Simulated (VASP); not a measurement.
# W8C8F in VASP: single point with PBE

Aim: the single point of W8C8F with PBE.

Everything below comes from runs of VASP 6.6.1. Logs are shortened: lines on timing, memory, paths and dates and some standing lists are left out, and cuts for length are marked.

### 1 The cell of the first run

The cell holds a slab with vacuum, 17 atoms: a = 5.776 Å, b = 5.651 Å, c = 16.169 Å, α = 90.00°, β = 90.00°, γ = 90.00°.

### 2 Single point, PBE

Input file INCAR:

```
SYSTEM = W8C8F
PREC = Accurate
ENCUT = 520
EDIFF = 1E-7
ISMEAR = -1
SIGMA = 0.1
LREAL = Auto
LASPH = .TRUE.
NELM = 100
ALGO = Normal
ISIF = 2
LWAVE = .FALSE.
LCHARG = .TRUE.
GGA = PE
LELF = .TRUE.
LVHAR = .TRUE.
NBANDS = 90
```

Input file KPOINTS:

```
Automatic mesh
0
G
  3 3 1
  0 0 0
```

Input file POSCAR:

```
W8C8F
1.0
    5.7763200000      0.0000000000      0.0000000000
    0.0000000000      5.6512800000      0.0000000000
    0.0000000000      0.0000000000     16.1687000000
W C F
8 8 1
Direct
    0.0000000000      0.0000000000      0.0618479000
    0.2415194542     -0.0026919262      0.2136337792
    0.0000000000      0.5000000000      0.0618479000
    0.2415450518      0.5026446837      0.2136081608
    0.5000000000      0.0000000000      0.0618479000
    0.7517015223     -0.0015062370      0.2150545688
    0.5000000000      0.5000000000      0.0618479000
    0.7517765566      0.5015746626      0.2150634860
    0.5045029480      0.2500149349      0.1625570522
    0.1837030166      0.2499915204      0.3127640839
    0.4850566780      0.7499989753      0.1639598730
    0.0280791547      0.7500497775      0.2916236542
    0.9997547186      0.2500000298      0.1557313999
    0.9498718124      0.2500253634      0.2855347003
    0.9798595716      0.7500452110      0.1536732985
    0.8065893661      0.7499873398      0.3153256939
    0.2541612162      0.2500927797      0.3922905371
```

Potentials or basis: VASP PAW PBE potentials, release 64 (W_sv, C, F).

Started as:

```bash
cat potpaw_PBE.64/W_sv/POTCAR potpaw_PBE.64/C/POTCAR potpaw_PBE.64/F/POTCAR > POTCAR
mpirun -np 1 vasp_std > vasp.out
```

OUTCAR:

```text
SYSTEM = W8C8F
   PREC = Accurate
   ENCUT = 520
   EDIFF = 1E-7
   ISMEAR = -1
   LREAL = Auto
   LASPH = .TRUE.
   NELM = 100
   ISIF = 2
   GGA = PE

 ion  position               nearest neighbor table
   1  0.000  0.000  0.062-  15 2.05  13 2.07   2 2.82   3 2.83   3 2.83   6 2.86   5 2.89   5 2.89

   2  0.242  0.997  0.214-  11 2.14  10 2.17  13 2.21   9 2.24  12 2.25  15 2.28  14 2.50   4 2.80
                             1 2.82   6 2.83   4 2.86   5 2.87   6 2.95
   3  0.000  0.500  0.062-  15 2.05  13 2.07   4 2.82   1 2.83   1 2.83   8 2.86   7 2.89   7 2.89

   4  0.242  0.503  0.214-  11 2.14  10 2.17  13 2.21   9 2.24  12 2.25  15 2.28  14 2.50   2 2.80
                             3 2.82   8 2.83   2 2.86   7 2.87   8 2.95
   5  0.500  0.000  0.062-   9 2.16  11 2.17   7 2.83   7 2.83   6 2.87   2 2.87   1 2.89   1 2.89

   6  0.752  0.998  0.215-  14 2.15  15 2.17  16 2.17   9 2.19  13 2.23  11 2.24  12 2.46   8 2.81
                             2 2.83   8 2.84   1 2.86   5 2.87   2 2.95
   7  0.500  0.500  0.062-   9 2.16  11 2.17   5 2.83   5 2.83   4 2.87   8 2.87   3 2.89   3 2.89

   8  0.752  0.502  0.215-  14 2.15  15 2.17  16 2.17   9 2.19  13 2.23  11 2.24  12 2.46   6 2.81
                             4 2.83   6 2.84   3 2.86   7 2.87   4 2.95
   9  0.505  0.250  0.163-   7 2.16   5 2.16   6 2.19   8 2.19   4 2.24   2 2.24
  10  0.184  0.250  0.313-  17 1.35  14 1.42   2 2.17   4 2.17
  11  0.485  0.750  0.164-   4 2.14   2 2.14   7 2.17   5 2.17   6 2.24   8 2.24
  12  0.028  0.750  0.292-  16 1.34   2 2.25   4 2.25   8 2.46   6 2.46
  13  1.000  0.250  0.156-   3 2.07   1 2.07   4 2.21   2 2.21   6 2.23   8 2.23
  14  0.950  0.250  0.286-  10 1.42   8 2.15   6 2.15   4 2.50   2 2.50
  15  0.980  0.750  0.154-   1 2.05   3 2.05   8 2.17   6 2.17   2 2.28   4 2.28
  16  0.807  0.750  0.315-  12 1.34   8 2.17   6 2.17
  17  0.254  0.250  0.392-  10 1.35

  LATTYP: Found a simple orthorhombic cell.
 ALAT       =     5.6512800000
 B/A-ratio  =     1.0221259608
 C/A-ratio  =     2.8610686429

  Lattice vectors:

 A1 = (   0.0000000000,  -5.6512800000,   0.0000000000)
 A2 = (   5.7763200000,   0.0000000000,   0.0000000000)
 A3 = (   0.0000000000,   0.0000000000,  16.1687000000)

Analysis of symmetry for initial positions (statically):
=====================================================================
 Subroutine PRICEL returns:
 Original cell was already a primitive cell.

 Routine SETGRP: Setting up the symmetry group for a
 simple orthorhombic supercell.

 Subroutine GETGRP returns: Found  1 space group operations
 (whereof  1 operations were pure point group operations)
 out of a pool of  8 trial point group operations.

The static configuration has the point symmetry C_1 .

Analysis of symmetry for dynamics (positions and initial velocities):
=====================================================================
 Subroutine PRICEL returns:
 Original cell was already a primitive cell.

 Routine SETGRP: Setting up the symmetry group for a
 simple orthorhombic supercell.

 Subroutine GETGRP returns: Found  1 space group operations
 (whereof  1 operations were pure point group operations)
 out of a pool of  8 trial point group operations.

The dynamic configuration has the point symmetry C_1 .

 Subroutine INISYM returns: Found  1 space group operations
 (whereof  1 operations are pure point group operations),
 and found     1 'primitive' translations

----------------------------------------------------------------------------------------

                                     Primitive cell

  volume of cell :     527.8046

  direct lattice vectors                    reciprocal lattice vectors
     5.776320000  0.000000000  0.000000000     0.173120603  0.000000000  0.000000000
     0.000000000  5.651280000  0.000000000     0.000000000  0.176951062  0.000000000
     0.000000000  0.000000000 16.168700000     0.000000000  0.000000000  0.061847891

  length of vectors
     5.776320000  5.651280000 16.168700000     0.173120603  0.176951062  0.061847891

  position of ions in fractional coordinates (direct lattice)
     0.000000000  0.000000000  0.061847900
     0.241519454  0.997308074  0.213633779
     0.000000000  0.500000000  0.061847900
     0.241545052  0.502644684  0.213608161
     0.500000000  0.000000000  0.061847900
     0.751701522  0.998493763  0.215054569
[... 9 lines left out ...]
     0.806589366  0.749987340  0.315325694
     0.254161216  0.250092780  0.392290537

  ion indices of the primitive-cell ions
   primitive index   ion index
                 1           1
                 2           2
                 3           3
                 4           4
                 5           5
                 6           6
[... 9 lines left out ...]
                16          16
                17          17

----------------------------------------------------------------------------------------

 KPOINTS: Automatic mesh

Automatic generation of k-mesh.
 Grid dimensions read from file:
 generate k-points for:    3    3    1

 Generating k-lattice:

  Cartesian coordinates                     Fractional coordinates (reciprocal lattice)
     0.057706868  0.000000000  0.000000000     0.333333333  0.000000000  0.000000000
     0.000000000  0.058983687  0.000000000     0.000000000  0.333333333  0.000000000
     0.000000000  0.000000000  0.061847891     0.000000000  0.000000000  1.000000000

  Length of vectors
     0.057706868  0.058983687  0.061847891

  Shift w.r.t. Gamma in fractional coordinates (k-lattice)
     0.000000000  0.000000000  0.000000000

 Subroutine IBZKPT returns following result:
 ===========================================

 Found      5 irreducible k-points:

 Following reciprocal coordinates:
            Coordinates               Weight
  0.000000  0.000000  0.000000      1.000000
  0.333333  0.000000  0.000000      2.000000
  0.000000  0.333333  0.000000      2.000000
  0.333333  0.333333  0.000000      2.000000
 -0.333333  0.333333  0.000000      2.000000
   k-points           NKPTS =      5   k-points in BZ     NKDIM =      5   number of bands    NBANDS=     90
   number of dos      NEDOS =    301   number of ions     NIONS =     17
   total plane-waves  NPLWV = 241920
   dimension x,y,z NGX =    48 NGY =   42 NGZ =  120
   dimension x,y,z NGXF=    96 NGYF=   84 NGZF=  240
   ions per type =               8   8   1
   NGX,Y,Z   is equivalent  to a cutoff of  13.81, 12.36, 12.34 a.u.
   NGXF,Y,Z  is equivalent  to a cutoff of  27.63, 24.71, 24.68 a.u.
 SYSTEM =  W8C8F
   PREC   = accura    normal or accurate (medium, high low for compatibility)
   ISTART =      0    job   : 0-new  1-cont  2-samecut
   ICHARG =      2    charge: 1-file 2-atom 10-const
   ISPIN  =      1    spin polarized calculation?
   LNONCOLLINEAR =      F non collinear calculations
   LSORBIT =      F    spin-orbit coupling
   LASPH  =      T    aspherical Exc in radial PAW
   ENCUT  =  520.0 eV  38.22 Ry    6.18 a.u.  10.74 10.51 30.06*2*pi/ulx,y,z
   NELM   =    100;   NELMIN=  2; NELMDL= -5     # of ELM steps
   EDIFF  = 0.1E-06   stopping-criterion for ELM
   LREAL  =      T    real-space projection
   EDIFFG = 0.1E-05   stopping-criterion for IOM
   NSW    =      0    number of steps for IOM
   IBRION =     -1    ionic relax: 0-MD 1-quasi-New 2-CG
   NFREE  =      0    steps in history (QN), initial steepest desc. (CG)
   ISIF   =      2    stress and relaxation
   ISYM   =      2    0-nonsym 1-usesym 2-fastsym
   POTIM  = 0.5000    time-step for ionic-motion
   TEBEG  =    0.0;   TEEND  =   0.0 temperature during run
   PSTRESS=    0.0 pullay stress
   NELECT =     151.0000    total number of electrons
   NUPDOWN=      -1.0000    fix difference up-down
   EMIN   =  10.00;   EMAX   =-10.00  energy-range for DOS
   EFERMI =   0.00;   METHOD = LEGACY
   ISMEAR =    -1;   SIGMA  =   0.10  broadening in eV -4-tet -1-fermi 0-gaus
   EFERMI_NEDOS =   21; number of points for ismear=-14 and -15
   IALGO  =     38    algorithm
   IMIX   =      4    mixing-type and parameters
     AMIX     =   0.40;   BMIX     =  1.00
     AMIX_MAG =   1.60;   BMIX_MAG =  1.00
  volume/ion in A,a.u.               =      31.05       209.52
  Fermi-wavevector in a.u.,A,eV,Ry     =   1.078722  2.038488 15.832291  1.163641
  Thomas-Fermi vector in A             =   2.214668
   LORBIT       =      0    0 simple, 1 ext, 2 COOP (PROOUT), +10 PAW based schemes
   GGA     = PE    functional components
   LHFCALC =     F    Hartree Fock is set to
   AEXX    =    0.0000 exact exchange contribution
   IVDW    =     0    specifies the selected vdW correction
   LEPSILON=     F    determine dielectric tensor
   LRPA    =     F    only Hartree local field effects (RPA)
 non-spin polarized calculation
  energy-cutoff  :      520.00
  volume of cell :      527.80
 maximum number of plane-waves:     14230
 NGX is ok and might be reduce to    48
   NGX = 21   NGY = 21   NGZ = 61

 number of electron     150.9999987 magnetization

 Free energy of the ion-electron system (eV)
  ---------------------------------------------------
  ext. energy  EPLUGINS =         0.00000000
  ---------------------------------------------------
  free energy    TOTEN  =      -163.83199073 eV

  energy without entropy =     -163.53393445  energy(sigma->0) =     -163.68296259

 E-fermi :   0.3202     XC(G=0):  -5.8771

 val. band max:        0.2227700021   @ k =  -0.3333   0.3333   0.0000
 cond. band min:       0.3990341857   @ k =  -0.3333   0.3333   0.0000
 fundamental gap:      0.1762641836
 Fermi energy:         0.3201986898

 k-point     1 :       0.0000    0.0000    0.0000
  band No.  band energies     occupation
      1     -74.1797      2.00000
      2     -74.1416      2.00000
      3     -74.1371      2.00000
      4     -74.1329      2.00000
      5     -74.1231      2.00000
      6     -74.1006      2.00000
[... 79 lines left out ...]
     86       2.7379      0.00000
     87       2.9057      0.00000

 k-point     2 :       0.3333    0.0000    0.0000
  band No.  band energies     occupation
      1     -74.1700      2.00000
      2     -74.1476      2.00000
      3     -74.1348      2.00000
      4     -74.1275      2.00000
      5     -74.1251      2.00000
      6     -74.1060      2.00000
[... 79 lines left out ...]
     86       2.2649      0.00000
     87       2.2700      0.00000

 k-point     3 :       0.0000    0.3333    0.0000
  band No.  band energies     occupation
      1     -74.1692      2.00000
      2     -74.1478      2.00000
      3     -74.1314      2.00000
      4     -74.1226      2.00000
      5     -74.1131      2.00000
      6     -74.1109      2.00000
[... 79 lines left out ...]
     86       2.3633      0.00000
     87       2.4959      0.00000

 k-point     4 :       0.3333    0.3333    0.0000
  band No.  band energies     occupation
      1     -74.1595      2.00000
      2     -74.1382      2.00000
      3     -74.1372      2.00000
      4     -74.1245      2.00000
      5     -74.1166      2.00000
      6     -74.1146      2.00000
[... 79 lines left out ...]
     86       1.8154      0.00000
     87       1.9173      0.00000

 k-point     5 :      -0.3333    0.3333    0.0000
  band No.  band energies     occupation
      1     -74.1595      2.00000
      2     -74.1382      2.00000
      3     -74.1372      2.00000
      4     -74.1245      2.00000
      5     -74.1166      2.00000
      6     -74.1146      2.00000
[... 79 lines left out ...]
     86       1.8156      0.00000
     87       1.9176      0.00000
 [bands above 87 left out]

------------------------ aborting loop because EDIFF is reached ----------------------------------------

  FORCE on cell =-STRESS in cart. coord.  units (eV):
  Direction    XX          YY          ZZ          XY          YZ          ZX
  --------------------------------------------------------------------------------------
  -------------------------------------------------------------------------------------
  Total      -14.4949371      1.0705047      1.0075129     -0.0011515     -0.0005991      0.1636840
  in kB      -44.0001081      3.2495708      3.0583560     -0.0034955     -0.0018187      0.4968709
  external PRESSURE =     -12.5640604 kB  Pullay stress =       0.0000000 kB

 VOLUME and BASIS-vectors are now :
 -----------------------------------------------------------------------------
  energy-cutoff  :      520.00
  volume of cell :      527.80
      direct lattice vectors                 reciprocal lattice vectors
     5.776320000  0.000000000  0.000000000     0.173120603  0.000000000  0.000000000
     0.000000000  5.651280000  0.000000000     0.000000000  0.176951062  0.000000000
     0.000000000  0.000000000 16.168700000     0.000000000  0.000000000  0.061847891

 POSITION                                       TOTAL-FORCE (eV/Angst)
 -----------------------------------------------------------------------------------
      0.00000      0.00000      1.00000         0.063046      0.094467     -0.922700
      1.39509      5.63607      3.45418         0.024797      0.017309      0.021390
      0.00000      2.82564      1.00000         0.063207     -0.092331     -0.921563
      1.39524      2.84059      3.45377         0.023337     -0.012840      0.026614
      2.88816      0.00000      1.00000        -0.072025      0.045804      0.818374
      4.34207      5.64277      3.47715        -0.037205      0.017793      0.019508
[... 9 lines left out ...]
      4.65912      4.23839      5.09841        -0.073920      0.001680      0.077096
      1.46812      1.41334      6.34283         0.125729      0.000362      0.363485
 -----------------------------------------------------------------------------------
    total drift:                                0.002805     -0.001147      0.018929

  FREE ENERGIE OF THE ION-ELECTRON SYSTEM (eV)
  ---------------------------------------------------
  free  energy   TOTEN  =      -163.8319907308 eV

  energy  without entropy=     -163.5339344517  energy(sigma->0) =     -163.68296259
```

Wall time 13 min (1 thread of AMD EPYC 7R13 (Zen 3), shared host); peak memory 0.57 GiB.

What came out:

* Free energy: -163.8320 eV
* Largest force: 0.930 eV/Å
* Band gap on the k mesh: zero (an odd number of electrons rules out a gap without spin polarisation)

Forces in eV/Å, atoms in the order of the input:
```
W    0.063  0.094 -0.923
W    0.025  0.017  0.021
W    0.063 -0.092 -0.922
W    0.023 -0.013  0.027
W   -0.072  0.046  0.818
W   -0.037  0.018  0.020
W   -0.071 -0.045  0.818
W   -0.045 -0.022  0.016
C    0.020 -0.001 -0.003
C   -0.106 -0.001 -0.309
C    0.022  0.001 -0.019
C    0.075  0.000  0.006
C    0.008  0.000  0.005
C   -0.034  0.000  0.004
C    0.014 -0.004  0.001
C   -0.074  0.002  0.077
F    0.126  0.000  0.363
```

Levels at points of the mesh, in eV from the Fermi level:
| k point | band 73 | band 74 | band 75 | band 76 | band 77 | band 78 |
| --- | --- | --- | --- | --- | --- | --- |
| (0.00, 0.00, 0.00) | -0.41 | -0.28 | -0.21 | 0.37 | 0.46 | 0.53 |

Caveat: the k points lie up to 0.37 Å⁻¹ apart, too coarse for converged energies and pressures of a metal; there is no dipole correction, which matters where the two faces differ; spin-orbit coupling is left out, which moves the levels of the heavy elements; an odd number of electrons without spin polarisation forces a metal; a magnetic or distorted state may lie lower.

The gap in the log of VASP goes by the Fermi energy; the results here count the filled bands.